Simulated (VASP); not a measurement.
# NaV16 (a cell with a defect) in VASP: single point with PBEsol

Aim: the single point of NaV16 (a cell with a defect) with PBEsol.

Program: VASP 6.6.1. These are calculated values, not measurements. Logs are shortened: lines on timing, memory, paths and dates and some standing lists are left out, and cuts for length are marked.

### Step 1. The cell of the first run

The cell holds a defect, 17 atoms: a = 6.040 Å, b = 6.040 Å, c = 6.040 Å, α = 90.00°, β = 90.00°, γ = 90.00°.

### Step 2. Single point, PBEsol

Contents of INCAR:

```
SYSTEM = NaV16
  PREC = Accurate
  ENCUT = 520
  EDIFF = 1E-7
  ISMEAR = -1
  SIGMA = 0.15
  LREAL = Auto
  LASPH = .True.
  NELM = 80
  ALGO = Normal
  ISIF = 2
  LWAVE = .False.
  LCHARG = .True.
  GGA = PS
  LELF = .True.
  LVHAR = .True.
  NBANDS = 122
```

Contents of KPOINTS:

```
Automatic mesh
0
Gamma
  2 2 2
  0 0 0
```

Contents of POSCAR:

```
NaV16
1.0
    6.0400000000      0.0000000000      0.0000000000
    0.0000000000      6.0400000000      0.0000000000
    0.0000000000      0.0000000000      6.0400000000
V Na
16 1
Direct
    0.0102980132      0.0286754967      0.0271523179
    0.5131125828      0.0351324503      0.0354470199
   -0.0306125828      0.4730132450      0.0657781457
    0.0084933775      0.0596192053      0.5448509934
    0.2231788079      0.2375496689      0.2740397351
    0.5930298013      0.5557781457      0.1706456954
    0.4546192053     -0.0023013245      0.4668708609
    0.7371026490      0.2360927152      0.3293211921
   -0.0811092715      0.5270860927      0.5025827815
    0.2294701987      0.7553642384      0.2629139073
    0.2641059603      0.1925993377      0.8101655629
    0.4073841060      0.4779470199      0.4963079470
    0.7571854305      0.8093377483      0.3085099338
    0.7317218543      0.2886589404      0.7721357616
    0.1290397351      0.7807119205      0.7432284768
    0.7480960265      0.8108940397      0.8235927152
    0.4242549669      0.5892549669     -0.1186258278
```

Potentials or basis: VASP PAW PBE potentials, release 64 (V_sv, Na_pv).

Launch:

```console
cat potpaw_PBE.64/V_sv/POTCAR potpaw_PBE.64/Na_pv/POTCAR > POTCAR
mpirun -np 1 vasp_std > vasp.out
```

OUTCAR:

```text
SYSTEM = NaV16
   PREC = Accurate
   ENCUT = 520
   EDIFF = 1E-7
   ISMEAR = -1
   LREAL = Auto
   LASPH = .True.
   NELM = 80
   ISIF = 2
   GGA = PS

 ion  position               nearest neighbor table
   1  0.010  0.029  0.027-  11 2.25   5 2.34  15 2.39  16 2.40  10 2.55  13 2.64   3 2.71   8 2.76
                            14 2.77   4 2.92
   2  0.513  0.035  0.035-  11 2.24  16 2.34   8 2.54  14 2.57   5 2.58  13 2.60   7 2.64  10 2.77

   3  0.969  0.473  0.066-   6 2.41   5 2.44  14 2.54   8 2.56  10 2.61   9 2.68   1 2.71  13 2.81
                            16 2.84  15 2.86  11 2.90
   4  0.008  0.060  0.545-  15 2.19   5 2.35   8 2.35  11 2.37  14 2.57  13 2.57  16 2.75   7 2.76
                            10 2.84   9 2.89   1 2.92
   5  0.223  0.238  0.274-  12 2.27   7 2.33   1 2.34   4 2.35   3 2.44   2 2.58  11 2.83   9 2.89
                            10 2.91
   6  0.593  0.556  0.171-  13 2.01  17 2.03  12 2.31   8 2.32   3 2.41  10 2.57  16 2.77   9 2.81

   7  0.455  0.998  0.467-   5 2.33  10 2.35  13 2.36   8 2.38   2 2.64  11 2.65   4 2.76  15 2.89
                            12 2.92
   8  0.737  0.236  0.329-   9 2.32   6 2.32   4 2.35   7 2.38   2 2.54   3 2.56  13 2.58  12 2.67
                            14 2.69   1 2.76
   9  0.919  0.527  0.503-  13 2.29   8 2.32  14 2.45  15 2.46   3 2.68  10 2.74  16 2.79   6 2.81
                             4 2.89   5 2.89
  10  0.229  0.755  0.263-   7 2.35  12 2.44   1 2.55   6 2.57   3 2.61   9 2.74   2 2.77  17 2.78
                             4 2.84  13 2.88   5 2.91
  11  0.264  0.193  0.810-   2 2.24   1 2.25   4 2.37  17 2.62   7 2.65  15 2.65  12 2.70   5 2.83
                            14 2.89   3 2.90
  12  0.407  0.478  0.496-   5 2.27   6 2.31  17 2.42  10 2.44   8 2.67  11 2.70  14 2.81  15 2.90
                             7 2.92
  13  0.757  0.809  0.309-   6 2.01   9 2.29   7 2.36   4 2.57   8 2.58   2 2.60   1 2.64   3 2.81
                            10 2.88
  14  0.732  0.289  0.772-   9 2.45   3 2.54   4 2.57   2 2.57  17 2.68   8 2.69   1 2.77  12 2.81
                            11 2.89  16 2.90
  15  0.129  0.781  0.743-   4 2.19  17 2.28  16 2.36   1 2.39   9 2.46  11 2.65   3 2.86   7 2.89
                            12 2.90
  16  0.748  0.811  0.824-   2 2.34  15 2.36  17 2.40   1 2.40   4 2.75   6 2.77   9 2.79   3 2.84
                            14 2.90
  17  0.424  0.589  0.881-   6 2.03  15 2.28  16 2.40  12 2.42  11 2.62  14 2.68  10 2.78

  LATTYP: Found a simple cubic cell.
 ALAT       =     6.0400000000

  Lattice vectors:

 A1 = (   6.0400000000,   0.0000000000,   0.0000000000)
 A2 = (   0.0000000000,   6.0400000000,   0.0000000000)
 A3 = (   0.0000000000,   0.0000000000,   6.0400000000)

Analysis of symmetry for initial positions (statically):
=====================================================================
 Subroutine PRICEL returns:
 Original cell was already a primitive cell.

 Routine SETGRP: Setting up the symmetry group for a
 simple cubic supercell.

 Subroutine GETGRP returns: Found  1 space group operations
 (whereof  1 operations were pure point group operations)
 out of a pool of 48 trial point group operations.

The static configuration has the point symmetry C_1 .

Analysis of symmetry for dynamics (positions and initial velocities):
=====================================================================
 Subroutine PRICEL returns:
 Original cell was already a primitive cell.

 Routine SETGRP: Setting up the symmetry group for a
 simple cubic supercell.

 Subroutine GETGRP returns: Found  1 space group operations
 (whereof  1 operations were pure point group operations)
 out of a pool of 48 trial point group operations.

The dynamic configuration has the point symmetry C_1 .

 Subroutine INISYM returns: Found  1 space group operations
 (whereof  1 operations are pure point group operations),
 and found     1 'primitive' translations

----------------------------------------------------------------------------------------

                                     Primitive cell

  volume of cell :     220.3489

  direct lattice vectors                    reciprocal lattice vectors
     6.040000000  0.000000000  0.000000000     0.165562914  0.000000000  0.000000000
     0.000000000  6.040000000  0.000000000     0.000000000  0.165562914  0.000000000
     0.000000000  0.000000000  6.040000000     0.000000000  0.000000000  0.165562914

  length of vectors
     6.040000000  6.040000000  6.040000000     0.165562914  0.165562914  0.165562914

  position of ions in fractional coordinates (direct lattice)
     0.010298013  0.028675497  0.027152318
     0.513112583  0.035132450  0.035447020
     0.969387417  0.473013245  0.065778146
     0.008493378  0.059619205  0.544850993
     0.223178808  0.237549669  0.274039735
     0.593029801  0.555778146  0.170645695
[... 9 lines left out ...]
     0.748096027  0.810894040  0.823592715
     0.424254967  0.589254967  0.881374172

  ion indices of the primitive-cell ions
   primitive index   ion index
                 1           1
                 2           2
                 3           3
                 4           4
                 5           5
                 6           6
[... 9 lines left out ...]
                16          16
                17          17

----------------------------------------------------------------------------------------

 KPOINTS: Automatic mesh

Automatic generation of k-mesh.
 Grid dimensions read from file:
 generate k-points for:    2    2    2

 Generating k-lattice:

  Cartesian coordinates                     Fractional coordinates (reciprocal lattice)
     0.082781457  0.000000000  0.000000000     0.500000000  0.000000000  0.000000000
     0.000000000  0.082781457  0.000000000     0.000000000  0.500000000  0.000000000
     0.000000000  0.000000000  0.082781457     0.000000000  0.000000000  0.500000000

  Length of vectors
     0.082781457  0.082781457  0.082781457

  Shift w.r.t. Gamma in fractional coordinates (k-lattice)
     0.000000000  0.000000000  0.000000000

 Subroutine IBZKPT returns following result:
 ===========================================

 Found      8 irreducible k-points:

 Following reciprocal coordinates:
            Coordinates               Weight
  0.000000  0.000000  0.000000      1.000000
  0.500000  0.000000  0.000000      1.000000
  0.000000  0.500000  0.000000      1.000000
  0.000000  0.000000  0.500000      1.000000
  0.500000  0.500000  0.000000      1.000000
  0.000000  0.500000  0.500000      1.000000
  0.500000  0.000000  0.500000      1.000000
  0.500000  0.500000  0.500000      1.000000
   k-points           NKPTS =      8   k-points in BZ     NKDIM =      8   number of bands    NBANDS=    122
   number of dos      NEDOS =    301   number of ions     NIONS =     17
   total plane-waves  NPLWV = 110592
   dimension x,y,z NGX =    48 NGY =   48 NGZ =   48
   dimension x,y,z NGXF=    96 NGYF=   96 NGZF=   96
   ions per type =              16   1
   NGX,Y,Z   is equivalent  to a cutoff of  13.21, 13.21, 13.21 a.u.
   NGXF,Y,Z  is equivalent  to a cutoff of  26.42, 26.42, 26.42 a.u.
 SYSTEM =  NaV16
   PREC   = accura    normal or accurate (medium, high low for compatibility)
   ISTART =      0    job   : 0-new  1-cont  2-samecut
   ICHARG =      2    charge: 1-file 2-atom 10-const
   ISPIN  =      1    spin polarized calculation?
   LNONCOLLINEAR =      F non collinear calculations
   LSORBIT =      F    spin-orbit coupling
   LASPH  =      T    aspherical Exc in radial PAW
   ENCUT  =  520.0 eV  38.22 Ry    6.18 a.u.  11.23 11.23 11.23*2*pi/ulx,y,z
   NELM   =     80;   NELMIN=  2; NELMDL= -5     # of ELM steps
   EDIFF  = 0.1E-06   stopping-criterion for ELM
   LREAL  =      T    real-space projection
   EDIFFG = 0.1E-05   stopping-criterion for IOM
   NSW    =      0    number of steps for IOM
   IBRION =     -1    ionic relax: 0-MD 1-quasi-New 2-CG
   NFREE  =      0    steps in history (QN), initial steepest desc. (CG)
   ISIF   =      2    stress and relaxation
   ISYM   =      2    0-nonsym 1-usesym 2-fastsym
   POTIM  = 0.5000    time-step for ionic-motion
   TEBEG  =    0.0;   TEEND  =   0.0 temperature during run
   PSTRESS=    0.0 pullay stress
   NELECT =     215.0000    total number of electrons
   NUPDOWN=      -1.0000    fix difference up-down
   EMIN   =  10.00;   EMAX   =-10.00  energy-range for DOS
   EFERMI =   0.00;   METHOD = LEGACY
   ISMEAR =    -1;   SIGMA  =   0.15  broadening in eV -4-tet -1-fermi 0-gaus
   EFERMI_NEDOS =   21; number of points for ismear=-14 and -15
   IALGO  =     38    algorithm
   IMIX   =      4    mixing-type and parameters
     AMIX     =   0.40;   BMIX     =  1.00
     AMIX_MAG =   1.60;   BMIX_MAG =  1.00
  volume/ion in A,a.u.               =      12.96        87.47
  Fermi-wavevector in a.u.,A,eV,Ry     =   1.623743  3.068430 35.872337  2.636542
  Thomas-Fermi vector in A             =   2.717144
   LORBIT       =      0    0 simple, 1 ext, 2 COOP (PROOUT), +10 PAW based schemes
   GGA     = PS    functional components
   LHFCALC =     F    Hartree Fock is set to
   AEXX    =    0.0000 exact exchange contribution
   IVDW    =     0    specifies the selected vdW correction
   LEPSILON=     F    determine dielectric tensor
   LRPA    =     F    only Hartree local field effects (RPA)
 non-spin polarized calculation
  energy-cutoff  :      520.00
  volume of cell :      220.35
 maximum number of plane-waves:      6031
 NGX is ok and might be reduce to    48
   NGX = 23   NGY = 23   NGZ = 23

 number of electron     215.0000025 magnetization

 Free energy of the ion-electron system (eV)
  ---------------------------------------------------
  ext. energy  EPLUGINS =         0.00000000
  ---------------------------------------------------
  free energy    TOTEN  =      -144.73036431 eV

  energy without entropy =     -143.14773580  energy(sigma->0) =     -143.93905005

 E-fermi :   9.9616     XC(G=0): -13.0122

 val. band max:        9.9535490822   @ k =   0.5000   0.5000   0.0000
 cond. band min:       9.9621420479   @ k =   0.0000   0.5000   0.0000
 fundamental gap:      0.0085929657
 Fermi energy:         9.9616008731

 k-point     1 :       0.0000    0.0000    0.0000
  band No.  band energies     occupation
      1     -53.7687      2.00000
      2     -53.6384      2.00000
      3     -53.6094      2.00000
      4     -53.5756      2.00000
      5     -53.5503      2.00000
      6     -53.5237      2.00000
[... 111 lines left out ...]
    118      11.2483      0.00038
    119      11.3559      0.00018

 k-point     2 :       0.5000    0.0000    0.0000
  band No.  band energies     occupation
      1     -53.7325      2.00000
      2     -53.6712      2.00000
      3     -53.6219      2.00000
      4     -53.5789      2.00000
      5     -53.5650      2.00000
      6     -53.5294      2.00000
[... 727 lines left out ...]
      2     -53.6495      2.00000
      3     -53.6346      2.00000
      4     -53.6006      2.00000
      5     -53.5701      2.00000
      6     -53.5605      2.00000
[... 111 lines left out ...]
    118      10.9664      0.00246
    119      11.2546      0.00036
 [bands above 119 left out]

------------------------ aborting loop because EDIFF is reached ----------------------------------------

  FORCE on cell =-STRESS in cart. coord.  units (eV):
  Direction    XX          YY          ZZ          XY          YZ          ZX
  --------------------------------------------------------------------------------------
  -------------------------------------------------------------------------------------
  Total       18.6110872     19.8222231     24.1827763     -1.6178301      2.3779995      4.0026791
  in kB      135.3229667    144.1292502    175.8352424    -11.7633948     17.2906584     29.1038563
  external PRESSURE =     151.7624864 kB  Pullay stress =       0.0000000 kB

 VOLUME and BASIS-vectors are now :
 -----------------------------------------------------------------------------
  energy-cutoff  :      520.00
  volume of cell :      220.35
      direct lattice vectors                 reciprocal lattice vectors
     6.040000000  0.000000000  0.000000000     0.165562914  0.000000000  0.000000000
     0.000000000  6.040000000  0.000000000     0.000000000  0.165562914  0.000000000
     0.000000000  0.000000000  6.040000000     0.000000000  0.000000000  0.165562914

 POSITION                                       TOTAL-FORCE (eV/Angst)
 -----------------------------------------------------------------------------------
      0.06220      0.17320      0.16400        -1.027379     -0.340149      0.815193
      3.09920      0.21220      0.21410         0.079085     -0.210491      0.098732
      5.85510      2.85700      0.39730         0.448193      1.540938     -1.094991
      0.05130      0.36010      3.29090        -1.310437     -0.882877     -0.148724
      1.34800      1.43480      1.65520         0.987773      1.091529     -1.094982
      3.58190      3.35690      1.03070        -0.074497     -2.765810      0.319677
[... 9 lines left out ...]
      4.51850      4.89780      4.97450         0.752142     -0.031549     -1.548485
      2.56250      3.55910      5.32350        -1.641334     -0.435684     -1.439404
 -----------------------------------------------------------------------------------
    total drift:                               -0.000355     -0.004084      0.004321

  FREE ENERGIE OF THE ION-ELECTRON SYSTEM (eV)
  ---------------------------------------------------
  free  energy   TOTEN  =      -144.7303643098 eV

  energy  without entropy=     -143.1477357958  energy(sigma->0) =     -143.93905005
```

Run time: 11 min. Hardware: 1 thread of Intel Xeon Platinum 8488C (Sapphire Rapids), shared host; peak memory 0.4 GiB.

Results:

```
Free energy            : -144.7304 eV
Pressure               : 15.2 GPa
Largest force          : 3.214 eV/Å
Band gap on the k mesh : zero (an odd number of electrons rules out a gap without spin polarisation)
```

Forces in eV/Å, atoms in the order of the input:
```
V   -1.027 -0.340  0.815
V    0.079 -0.210  0.099
V    0.448  1.541 -1.095
V   -1.310 -0.883 -0.149
V    0.988  1.092 -1.095
V   -0.074 -2.766  0.320
V   -0.276 -0.332  3.126
V    0.133 -0.277 -0.968
V    0.608 -0.923  1.309
V   -1.372  0.086  0.529
V   -0.475  1.667 -1.442
V    0.984  0.480  1.049
V    1.949  2.539  0.289
V    0.117 -0.767  0.656
V    0.117 -0.439 -0.454
V    0.752 -0.032 -1.548
Na  -1.641 -0.436 -1.439
```

Caveat: the k points lie up to 0.52 Å⁻¹ apart, too coarse for converged energies and pressures of a metal; atoms lie so close that the PAW spheres overlap strongly, which falsifies energies and pressures; the atoms stand as in a frame of molecular dynamics; the PAW data sets were made with another functional, which shifts forces and pressure a little.
